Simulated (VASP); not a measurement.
# Ge (Pm-3m) in VASP: further runs

Ge is run at these levels: PBEsol; tasks: single point.

Everything below comes from runs of VASP 6.6.1. Logs are shortened: lines on timing, memory, paths and dates and some standing lists are left out, and cuts for length are marked.

## Step 1: The cell of the first run

The structure is cubic, space group Pm-3m (No. 221). The conventional cell has a = 2.669 Å, b = 2.669 Å, c = 2.669 Å, α = 90.00°, β = 90.00°, γ = 90.00°. Within 3.5 Å of Ge (site symmetry m-3m) lie 6 Ge at 2.67 Å.

## Step 2: Single point, PBEsol

Input file INCAR:

```
SYSTEM = Ge
  PREC = Accurate
  ENCUT = 520
  EDIFF = 1E-6
  ISMEAR = -1
  SIGMA = 0.1
  LREAL = .False.
  LASPH = .True.
  NELM = 100
  ALGO = Normal
  ISIF = 2
  LWAVE = .False.
  LCHARG = .False.
  GGA = PS
  NBANDS = 13
```

Input file KPOINTS:

```
regular mesh
0
Gamma
  11 11 11
  0 0 0
```

Input file POSCAR:

```
Ge
1.0
    2.6686476585      0.0000000000      0.0000000000
    0.0000000000      2.6686476585      0.0000000000
    0.0000000000      0.0000000000      2.6686476585
Ge
1
Direct
    0.0000000000      0.0000000000      0.0000000000
```

Potentials or basis: VASP PAW PBE potentials, release 64 (Ge_d).

Run with:

```
$ cat potpaw_PBE.64/Ge_d/POTCAR > POTCAR
$ mpirun -np 1 vasp_std > vasp.out
```

OUTCAR:

```text
SYSTEM = Ge
   PREC = Accurate
   ENCUT = 520
   EDIFF = 1E-6
   ISMEAR = -1
   LREAL = .False.
   LASPH = .True.
   NELM = 100
   ISIF = 2
   GGA = PS

 ion  position               nearest neighbor table
   1  0.000  0.000  0.000-

  LATTYP: Found a simple cubic cell.
 ALAT       =     2.6686476585

  Lattice vectors:

 A1 = (   2.6686476585,   0.0000000000,   0.0000000000)
 A2 = (   0.0000000000,   2.6686476585,   0.0000000000)
 A3 = (   0.0000000000,   0.0000000000,   2.6686476585)

Analysis of symmetry for initial positions (statically):
=====================================================================
 Subroutine PRICEL returns:
 Original cell was already a primitive cell.

 Routine SETGRP: Setting up the symmetry group for a
 simple cubic supercell.

 Subroutine GETGRP returns: Found 48 space group operations
 (whereof 48 operations were pure point group operations)
 out of a pool of 48 trial point group operations.

The static configuration has the point symmetry O_h .

Analysis of symmetry for dynamics (positions and initial velocities):
=====================================================================
 Subroutine PRICEL returns:
 Original cell was already a primitive cell.

 Routine SETGRP: Setting up the symmetry group for a
 simple cubic supercell.

 Subroutine GETGRP returns: Found 48 space group operations
 (whereof 48 operations were pure point group operations)
 out of a pool of 48 trial point group operations.

The dynamic configuration has the point symmetry O_h .

 Subroutine INISYM returns: Found 48 space group operations
 (whereof 48 operations are pure point group operations),
 and found     1 'primitive' translations

----------------------------------------------------------------------------------------

                                     Primitive cell

  volume of cell :      19.0053

  direct lattice vectors                    reciprocal lattice vectors
     2.668647658  0.000000000  0.000000000     0.374721630  0.000000000  0.000000000
     0.000000000  2.668647658  0.000000000     0.000000000  0.374721630  0.000000000
     0.000000000  0.000000000  2.668647658     0.000000000  0.000000000  0.374721630

  length of vectors
     2.668647658  2.668647658  2.668647658     0.374721630  0.374721630  0.374721630

  position of ions in fractional coordinates (direct lattice)
     0.000000000  0.000000000  0.000000000

  ion indices of the primitive-cell ions
   primitive index   ion index
                 1           1

----------------------------------------------------------------------------------------

 KPOINTS: regular mesh

Automatic generation of k-mesh.
 Grid dimensions read from file:
 generate k-points for:   11   11   11

 Generating k-lattice:

  Cartesian coordinates                     Fractional coordinates (reciprocal lattice)
     0.034065603  0.000000000  0.000000000     0.090909091  0.000000000  0.000000000
     0.000000000  0.034065603  0.000000000     0.000000000  0.090909091  0.000000000
     0.000000000  0.000000000  0.034065603     0.000000000  0.000000000  0.090909091

  Length of vectors
     0.034065603  0.034065603  0.034065603

  Shift w.r.t. Gamma in fractional coordinates (k-lattice)
     0.000000000  0.000000000  0.000000000

 Subroutine IBZKPT returns following result:
 ===========================================

 Found     56 irreducible k-points:

 Following reciprocal coordinates:
            Coordinates               Weight
  0.000000  0.000000  0.000000      1.000000
  0.090909  0.000000  0.000000      6.000000
  0.181818  0.000000  0.000000      6.000000
  0.272727  0.000000  0.000000      6.000000
  0.363636  0.000000  0.000000      6.000000
  0.454545  0.000000  0.000000      6.000000
[... 16 lines left out ...]
  0.181818  0.090909  0.090909     24.000000
  0.272727  0.090909  0.090909     24.000000
 [... further k-points ...]
   k-points           NKPTS =     56   k-points in BZ     NKDIM =     56   number of bands    NBANDS=     13
   number of dos      NEDOS =    301   number of ions     NIONS =      1
   total plane-waves  NPLWV =   8000
   dimension x,y,z NGX =    20 NGY =   20 NGZ =   20
   dimension x,y,z NGXF=    40 NGYF=   40 NGZF=   40
   ions per type =               1
   NGX,Y,Z   is equivalent  to a cutoff of  12.46, 12.46, 12.46 a.u.
   NGXF,Y,Z  is equivalent  to a cutoff of  24.92, 24.92, 24.92 a.u.
 SYSTEM =  Ge
   PREC   = accura    normal or accurate (medium, high low for compatibility)
   ISTART =      0    job   : 0-new  1-cont  2-samecut
   ICHARG =      2    charge: 1-file 2-atom 10-const
   ISPIN  =      1    spin polarized calculation?
   LNONCOLLINEAR =      F non collinear calculations
   LSORBIT =      F    spin-orbit coupling
   LASPH  =      T    aspherical Exc in radial PAW
   ENCUT  =  520.0 eV  38.22 Ry    6.18 a.u.   4.96  4.96  4.96*2*pi/ulx,y,z
   NELM   =    100;   NELMIN=  2; NELMDL= -5     # of ELM steps
   EDIFF  = 0.1E-05   stopping-criterion for ELM
   LREAL  =      F    real-space projection
   EDIFFG = 0.1E-04   stopping-criterion for IOM
   NSW    =      0    number of steps for IOM
   IBRION =     -1    ionic relax: 0-MD 1-quasi-New 2-CG
   NFREE  =      0    steps in history (QN), initial steepest desc. (CG)
   ISIF   =      2    stress and relaxation
   ISYM   =      2    0-nonsym 1-usesym 2-fastsym
   POTIM  = 0.5000    time-step for ionic-motion
   TEBEG  =    0.0;   TEEND  =   0.0 temperature during run
   PSTRESS=    0.0 pullay stress
   NELECT =      14.0000    total number of electrons
   NUPDOWN=      -1.0000    fix difference up-down
   EMIN   =  10.00;   EMAX   =-10.00  energy-range for DOS
   EFERMI =   0.00;   METHOD = LEGACY
   ISMEAR =    -1;   SIGMA  =   0.10  broadening in eV -4-tet -1-fermi 0-gaus
   EFERMI_NEDOS =   21; number of points for ismear=-14 and -15
   IALGO  =     38    algorithm
   IMIX   =      4    mixing-type and parameters
     AMIX     =   0.40;   BMIX     =  1.00
     AMIX_MAG =   1.60;   BMIX_MAG =  1.00
  volume/ion in A,a.u.               =      19.01       128.25
  Fermi-wavevector in a.u.,A,eV,Ry     =   1.478517  2.793992 29.742499  2.186012
  Thomas-Fermi vector in A             =   2.592788
   LORBIT       =      0    0 simple, 1 ext, 2 COOP (PROOUT), +10 PAW based schemes
   GGA     = PS    functional components
   LHFCALC =     F    Hartree Fock is set to
   AEXX    =    0.0000 exact exchange contribution
   IVDW    =     0    specifies the selected vdW correction
   LEPSILON=     F    determine dielectric tensor
   LRPA    =     F    only Hartree local field effects (RPA)
 non-spin polarized calculation
  energy-cutoff  :      520.00
  volume of cell :       19.01
 maximum number of plane-waves:       526
 NGX is ok and might be reduce to    20
   NGX =  9   NGY =  9   NGZ =  9

 number of electron      13.9999979 magnetization

 Free energy of the ion-electron system (eV)
  ---------------------------------------------------
  ext. energy  EPLUGINS =         0.00000000
  ---------------------------------------------------
  free energy    TOTEN  =        -4.74182538 eV

  energy without entropy =       -4.72321177  energy(sigma->0) =       -4.73251857

 E-fermi :   6.1286     XC(G=0): -11.3004

 val. band max:        6.1190328080   @ k =   0.2727   0.2727   0.0909
 cond. band min:       6.2218162995   @ k =   0.4545   0.4545   0.3636
 fundamental gap:      0.1027834916
 Fermi energy:         6.1286312093

 k-point     1 :       0.0000    0.0000    0.0000
  band No.  band energies     occupation
      1     -18.3670      2.00000
      2     -18.3670      2.00000
      3     -18.0860      2.00000
      4     -18.0860      2.00000
      5     -18.0860      2.00000
      6      -6.8549      2.00000
      7      13.0922      0.00000
      8      13.0922      0.00000
      9      13.0922      0.00000
     10      16.4858      0.00000
     11      16.4858      0.00000
     12      19.0897      0.00000
     13      35.4749      0.00000

 k-point     2 :       0.0909    0.0000    0.0000
  band No.  band energies     occupation
      1     -18.3658      2.00000
      2     -18.3497      2.00000
      3     -18.0919      2.00000
      4     -18.0919      2.00000
      5     -18.0855      2.00000
      6      -6.6869      2.00000
      7      10.9497      0.00000
      8      13.2553      0.00000
      9      13.2553      0.00000
     10      16.6343      0.00000
     11      17.8874      0.00000
     12      20.2571      0.00000
     13      32.4859      0.00000

 k-point     3 :       0.1818    0.0000    0.0000
  band No.  band energies     occupation
      1     -18.3624      2.00000
      2     -18.3034      2.00000
      3     -18.1076      2.00000
      4     -18.1076      2.00000
      5     -18.0842      2.00000
      6      -6.1847      2.00000
      7       7.8819      0.00000
      8      13.7308      0.00000
      9      13.7308      0.00000
     10      17.0766      0.00000
     11      18.7212      0.00000
     12      23.7051      0.00000
     13      29.3636      0.00000

 k-point     4 :       0.2727    0.0000    0.0000
  band No.  band energies     occupation
      1     -18.3579      2.00000
      2     -18.2430      2.00000
      3     -18.1281      2.00000
      4     -18.1281      2.00000
      5     -18.0825      2.00000
      6      -5.3589      2.00000
      7       5.0117      1.99997
      8      14.4682      0.00000
      9      14.4682      0.00000
     10      17.7985      0.00000
     11      19.5008      0.00000
     12      26.6412      0.00000
     13      26.6413      0.00000

 k-point     5 :       0.3636    0.0000    0.0000
  band No.  band energies     occupation
      1     -18.3538      2.00000
      2     -18.1879      2.00000
      3     -18.1469      2.00000
      4     -18.1469      2.00000
      5     -18.0809      2.00000
      6      -4.2583      2.00000
      7       2.5167      2.00000
      8      15.3390      0.00000
      9      15.3390      0.00000
     10      18.7467      0.00000
     11      20.4763      0.00000
     12      24.4497      0.00000
     13      24.4497      0.00000

 k-point     6 :       0.4545    0.0000    0.0000
  band No.  band energies     occupation
      1     -18.3514      2.00000
      2     -18.1580      2.00000
      3     -18.1580      2.00000
      4     -18.1552      2.00000
      5     -18.0800      2.00000
      6      -3.1418      2.00000
      7       0.6956      2.00000
      8      16.0262      0.00000
      9      16.0262      0.00000
     10      19.6714      0.00000
     11      21.4916      0.00000
     12      23.1034      0.00000
     13      23.1034      0.00000

 k-point     7 :       0.0909    0.0909    0.0000
  band No.  band energies     occupation
      1     -18.3566      2.00000
      2     -18.3402      2.00000
      3     -18.0980      2.00000
      4     -18.0916      2.00000
      5     -18.0911      2.00000
      6      -6.5190      2.00000
      7      10.8802      0.00000
      8      11.3698      0.00000
      9      13.4184      0.00000
     10      17.3750      0.00000
     11      19.3189      0.00000
     12      20.7521      0.00000
     13      29.5974      0.00000
[... 193 lines left out ...]
 k-point    20 :       0.4545    0.3636    0.0000
  band No.  band energies     occupation
      1     -18.2593      2.00000
      2     -18.2471      2.00000
      3     -18.1505      2.00000
      4     -18.1385      2.00000
      5     -18.0396      2.00000
      6      -0.5327      2.00000
      7       3.0229      2.00000
      8       5.8292      1.90467
      9      11.1538      0.00000
     10      18.2655      0.00000
     11      23.7396      0.00000
     12      25.4432      0.00000
     13      25.4769      0.00000

 k-point    21 :       0.4545    0.4545    0.0000
  band No.  band energies     occupation
      1     -18.2634      2.00000
      2     -18.2504      2.00000
      3     -18.1492      2.00000
      4     -18.1491      2.00000
      5     -18.0103      2.00000
      6       0.6884      2.00000
      7       3.6906      2.00000
      8       4.0130      2.00000
      9       9.7139      0.00000
     10      18.9309      0.00000
     11      25.0174      0.00000
     12      26.0791      0.00000
     13      26.3584      0.00000

 k-point    22 :       0.0909    0.0909    0.0909
  band No.  band energies     occupation
      1     -18.3390      2.00000
      2     -18.3390      2.00000
      3     -18.0981      2.00000
      4     -18.0971      2.00000
      5     -18.0971      2.00000
      6      -6.3511      2.00000
      7      11.0401      0.00000
      8      11.0401      0.00000
      9      11.8324      0.00000
     10      19.4696      0.00000
     11      19.4696      0.00000
     12      21.1122      0.00000
     13      29.4720      0.00000

 k-point    23 :       0.1818    0.0909    0.0909
  band No.  band energies     occupation
      1     -18.3358      2.00000
      2     -18.2921      2.00000
      3     -18.1142      2.00000
      4     -18.1133      2.00000
      5     -18.0960      2.00000
      6      -5.8494      2.00000
      7       8.1792      0.00000
      8      11.5086      0.00000
      9      12.1303      0.00000
     10      19.9134      0.00000
     11      20.7906      0.00000
     12      23.6849      0.00000
     13      26.3691      0.00000

 k-point    24 :       0.2727    0.0909    0.0909
  band No.  band energies     occupation
      1     -18.3315      2.00000
      2     -18.2308      2.00000
      3     -18.1356      2.00000
      4     -18.1343      2.00000
      5     -18.0942      2.00000
      6      -5.0245      2.00000
      7       5.3282      1.99933
      8      12.2436      0.00000
      9      12.8986      0.00000
     10      20.6103      0.00000
     11      21.0233      0.00000
     12      23.6821      0.00000
     13      24.4554      0.00000

 [... further k-points ...]
[... 5 lines left out ...]
  --------------------------------------------------------------------------------------
  -------------------------------------------------------------------------------------
  Total       -0.0082923     -0.0082923     -0.0082923     -0.0000000     -0.0000000     -0.0000000
  in kB       -0.6990568     -0.6990568     -0.6990568     -0.0000000     -0.0000000     -0.0000000
  external PRESSURE =      -0.6990568 kB  Pullay stress =       0.0000000 kB

 VOLUME and BASIS-vectors are now :
 -----------------------------------------------------------------------------
  energy-cutoff  :      520.00
  volume of cell :       19.01
      direct lattice vectors                 reciprocal lattice vectors
     2.668647658  0.000000000  0.000000000     0.374721630  0.000000000  0.000000000
     0.000000000  2.668647658  0.000000000     0.000000000  0.374721630  0.000000000
     0.000000000  0.000000000  2.668647658     0.000000000  0.000000000  0.374721630

 POSITION                                       TOTAL-FORCE (eV/Angst)
 -----------------------------------------------------------------------------------
      0.00000      0.00000      0.00000         0.000000      0.000000      0.000000
 -----------------------------------------------------------------------------------
    total drift:                               -0.000000      0.000000     -0.000000

  FREE ENERGIE OF THE ION-ELECTRON SYSTEM (eV)
  ---------------------------------------------------
  free  energy   TOTEN  =        -4.7418253757 eV

  energy  without entropy=       -4.7232117732  energy(sigma->0) =       -4.73251857
```

Run time: 8.9 s. Hardware: 1 thread of AMD EPYC 7R43 (Zen 3), shared host; peak memory 0.09 GiB.

What came out:

- Free energy: -4.7418 eV
- Pressure: -0.1 GPa
- Band gap on the k mesh: zero (band 7 reaches 13.09 eV, above the bottom of band 8 at 4.01 eV)

Levels at points of the mesh, in eV from the Fermi level:
```tsv
k point	band 3	band 4	band 5	band 6	band 7	band 8	band 9	band 10	band 11	band 12
(0.00, 0.00, 0.00)	-24.21	-24.21	-24.21	-12.98	6.96	6.96	6.96	10.36	10.36	12.96
```

Caveat: the PAW data sets were made with another functional, which shifts forces and pressure a little.

(Part 1 of 2 ends here.)
